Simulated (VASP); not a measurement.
# Sn3Se (Pm-3m) in VASP: notebook, part 2 of 2

VASP 6.6.1.

## Step 3: Single point, LDA (volume scaled by 0.96)

Contents of INCAR:

```
PREC = Accurate
ENCUT = 520
EDIFF = 1E-7
ISMEAR = -1
SIGMA = 0.05
LREAL = F
LASPH = T
NELM = 60
ALGO = Normal
ISIF = 2
LWAVE = F
LCHARG = F
GGA = CA
NBANDS = 32
```

Contents of KPOINTS:

```
regular mesh
0
Gamma
  6 6 6
```

Contents of POSCAR:

```
Sn3Se
1.0
    4.6777916979      0.0000000000      0.0000000000
    0.0000000000      4.6777916979      0.0000000000
    0.0000000000      0.0000000000      4.6777916979
Sn Se
3 1
Direct
    0.5000000000      0.5000000000      0.0000000000
    0.5000000000      0.0000000000      0.5000000000
    0.0000000000      0.5000000000      0.5000000000
    0.0000000000      0.0000000000      0.0000000000
```

Potentials or basis: VASP PAW LDA potentials, release 64 (Sn_d, Se).

On the command line:

```sh
> cat potpaw_LDA.64/Sn_d/POTCAR potpaw_LDA.64/Se/POTCAR > POTCAR
> mpirun -np 1 vasp_std > vasp.out
```

OUTCAR:

```text
PREC = Accurate
   ENCUT = 520
   EDIFF = 1E-7
   ISMEAR = -1
   LREAL = F
   LASPH = T
   NELM = 60
   ISIF = 2
   GGA = CA

 ion  position               nearest neighbor table
   1  0.500  0.500  0.000-   2 3.31   3 3.31   2 3.31   3 3.31   2 3.31   2 3.31   3 3.31   3 3.31

   2  0.500  0.000  0.500-   1 3.31   3 3.31   1 3.31   1 3.31   3 3.31   1 3.31   3 3.31   3 3.31

   3  0.000  0.500  0.500-   1 3.31   2 3.31   1 3.31   2 3.31   1 3.31   2 3.31   1 3.31   2 3.31

[... 894 lines left out ...]
  Direction    XX          YY          ZZ          XY          YZ          ZX
  --------------------------------------------------------------------------------------
  -------------------------------------------------------------------------------------
  Total       -1.3041961     -1.3041961     -1.3041961     -0.0000000     -0.0000000      0.0000000
  in kB      -20.4141277    -20.4141277    -20.4141277     -0.0000000     -0.0000000      0.0000000
  external PRESSURE =     -20.4141277 kB  Pullay stress =       0.0000000 kB

 VOLUME and BASIS-vectors are now :
 -----------------------------------------------------------------------------
  energy-cutoff  :      520.00
  volume of cell :      102.36
      direct lattice vectors                 reciprocal lattice vectors
     4.677791698  0.000000000  0.000000000     0.213776086  0.000000000  0.000000000
     0.000000000  4.677791698  0.000000000     0.000000000  0.213776086  0.000000000
     0.000000000  0.000000000  4.677791698     0.000000000  0.000000000  0.213776086

 POSITION                                       TOTAL-FORCE (eV/Angst)
 -----------------------------------------------------------------------------------
      2.33890      2.33890      0.00000         0.000000      0.000000      0.000000
      2.33890      0.00000      2.33890         0.000000      0.000000      0.000000
      0.00000      2.33890      2.33890         0.000000      0.000000      0.000000
      0.00000      0.00000      0.00000         0.000000      0.000000      0.000000
 -----------------------------------------------------------------------------------
    total drift:                                0.000000      0.000000      0.000000

  FREE ENERGIE OF THE ION-ELECTRON SYSTEM (eV)
  ---------------------------------------------------
  free  energy   TOTEN  =       -17.4831566820 eV

  energy  without entropy=      -17.4627956851  energy(sigma->0) =      -17.47297618
```

stdout:

```text
POSCAR found type information on POSCAR SnSe
 POSCAR found :  2 types and       4 ions
 scaLAPACK will be used
 LDA part: xc-table for (Slater(with rela. corr.)+CA(PZ))
 , standard interpolation
 POSCAR, INCAR and KPOINTS ok, starting setup
 FFT: planning ... GRIDC
 FFT: planning ... GRID_SOFT
 FFT: planning ... GRID
 WAVECAR not read
 entering main loop
```

Run time: 50 s. Hardware: 1 thread of Intel Xeon 6975P-C, shared host; peak memory 0.2 GiB.

Results:

| Quantity | Value |
| --- | --- |
| Free energy | -17.4832 eV |
| Pressure | -2.0 GPa |
| Band gap on the k mesh | zero (band 24 reaches 9.58 eV, above the bottom of band 25 at 7.18 eV) |

Levels at points of the mesh, in eV from the Fermi level:
```
           k point  band 22  band 23  band 24  band 25  band 26  band 27
(0.00, 0.00, 0.00)    -4.47    -0.02    -0.02    -0.02     2.32     2.32
(0.50, 0.00, 0.00)    -1.90    -1.85    -1.85    -0.20     2.01     2.27
(0.50, 0.50, 0.00)    -2.01    -2.01    -0.60     0.05     0.05     0.11
(0.50, 0.50, 0.50)    -5.44    -4.86     2.09     2.09     2.09     6.07
```

Caveat: the cell differs from its parent crystal (volume scaled by 0.96); spin-orbit coupling is left out, which moves the levels of the heavy elements.

## Step 4: Single point, LDA (volume scaled by 0.98)

Contents of INCAR:

```
ALGO = Normal
EDIFF = 1E-6
ENCUT = 520
GGA = CA
ISIF = 2
ISMEAR = -1
LASPH = True
LCHARG = False
LREAL = False
LWAVE = False
NBANDS = 32
NELM = 80
PREC = Accurate
SIGMA = 0.05
```

Contents of KPOINTS:

```
k-points
0
Gamma
  6 6 6
```

Contents of POSCAR:

```
Sn3Se
1.0
    4.7100533498      0.0000000000      0.0000000000
    0.0000000000      4.7100533498      0.0000000000
    0.0000000000      0.0000000000      4.7100533498
Sn Se
3 1
Direct
    0.5000000000      0.5000000000      0.0000000000
    0.5000000000      0.0000000000      0.5000000000
    0.0000000000      0.5000000000      0.5000000000
    0.0000000000      0.0000000000      0.0000000000
```

On the command line:

```sh
> cat potpaw_LDA.64/Sn_d/POTCAR potpaw_LDA.64/Se/POTCAR > POTCAR
> mpirun -np 1 vasp_std > vasp.out
```

Run time: 51 s. Hardware: 1 thread of Intel Xeon 6975P-C, shared host; peak memory 0.2 GiB.

Results (log left out):

```
Free energy            : -17.4501 eV
Pressure               : -3.0 GPa
Band gap on the k mesh : zero (band 24 reaches 9.27 eV, above the bottom of band 25 at 6.94 eV)
```

Levels at points of the mesh, in eV from the Fermi level:
| k point | band 21 | band 22 | band 23 | band 24 | band 25 | band 26 | band 27 | band 28 |
| --- | --- | --- | --- | --- | --- | --- | --- | --- |
| (0.00, 0.00, 0.00) | -4.37 | -4.37 | -0.03 | -0.03 | -0.03 | 2.28 | 2.28 | 2.28 |
| (0.50, 0.00, 0.00) | -3.27 | -1.86 | -1.80 | -1.80 | -0.16 | 1.93 | 2.20 | 2.22 |
| (0.50, 0.50, 0.00) | -2.39 | -2.02 | -2.02 | -0.63 | 0.07 | 0.07 | 0.12 | 3.20 |
| (0.50, 0.50, 0.50) | -5.31 | -5.31 | -4.75 | 2.03 | 2.03 | 2.03 | 5.93 | 5.93 |

Caveat: the cell differs from its parent crystal (volume scaled by 0.98); spin-orbit coupling is left out, which moves the levels of the heavy elements.

## Step 5: Single point, LDA

This run uses another cell than the first one, of 26.66 Å³/atom, 1.064 times its volume.

Contents of INCAR:

```
SYSTEM = Sn3Se
PREC = Accurate ; ENCUT = 520
EDIFF = 1E-7 ; ISMEAR = -1
SIGMA = 0.05 ; LREAL = .False.
LASPH = .True. ; NELM = 100
ALGO = Normal ; ISIF = 2
LWAVE = .False. ; LCHARG = .False.
NBANDS = 32
```

Contents of KPOINTS:

```
Automatic mesh
0
Gamma
  6 6 6
  0 0 0
```

Contents of POSCAR:

```
Sn3Se
1.0
    4.7418790000      0.0000000000      0.0000000000
    0.0000000000      4.7418790000      0.0000000000
    0.0000000000      0.0000000000      4.7418790000
Sn Se
3 1
Direct
    0.5000000000      0.5000000000      0.0000000000
    0.5000000000      0.0000000000      0.5000000000
    0.0000000000      0.5000000000      0.5000000000
    0.0000000000      0.0000000000      0.0000000000
```

On the command line:

```sh
> cat potpaw_LDA.64/Sn_d/POTCAR potpaw_LDA.64/Se/POTCAR > POTCAR
> mpirun -np 1 vasp_std > vasp.out
```

It took 55 s on 1 thread of Intel Xeon 6975P-C, shared host; peak memory 0.2 GiB.

The run converged. Its results:

```yaml
Free_energy: -17.4046 eV
Pressure: -3.9 GPa
Band_gap_on_the_k_mesh: zero (band 24 reaches 8.97 eV, above the bottom of band 25 at 6.71 eV)
```

Levels at points of the mesh, in eV from the Fermi level:
```
           k point  band 21  band 22  band 23  band 24  band 25  band 26  band 27  band 28
(0.00, 0.00, 0.00)    -4.27    -4.27    -0.03    -0.03    -0.03     2.24     2.24     2.24
(0.50, 0.00, 0.00)    -3.19    -1.83    -1.75    -1.75    -0.12     1.86     2.09     2.17
(0.50, 0.50, 0.00)    -2.35    -2.02    -2.02    -0.65     0.09     0.09     0.13     3.12
(0.50, 0.50, 0.50)    -5.19    -5.19    -4.65     1.97     1.97     1.97     5.80     5.80
```

Caveat: spin-orbit coupling is left out, which moves the levels of the heavy elements.

## Step 6: The runs side by side

| cell | gap on the mesh (eV) | pressure (GPa) |
| --- | --- | --- |
| a = 4.645 Å, 4 atoms | none | -0.9 |
| a = 4.678 Å, 4 atoms | none | -2.0 |
| a = 4.710 Å, 4 atoms | none | -3.0 |
| a = 4.742 Å, 4 atoms | none | -3.9 |

Alike in all rows: task single point; level LDA; potentials or basis VASP PAW LDA potentials, release 64 (Sn_d, Se); no spin polarisation; k mesh 6 × 6 × 6; cutoff (eV) 520; smearing fermi-dirac 0.05 eV.

Caveats: spin-orbit coupling is left out, which moves the levels of the heavy elements.

Absolute energies hang on the potentials; compare differences alone.
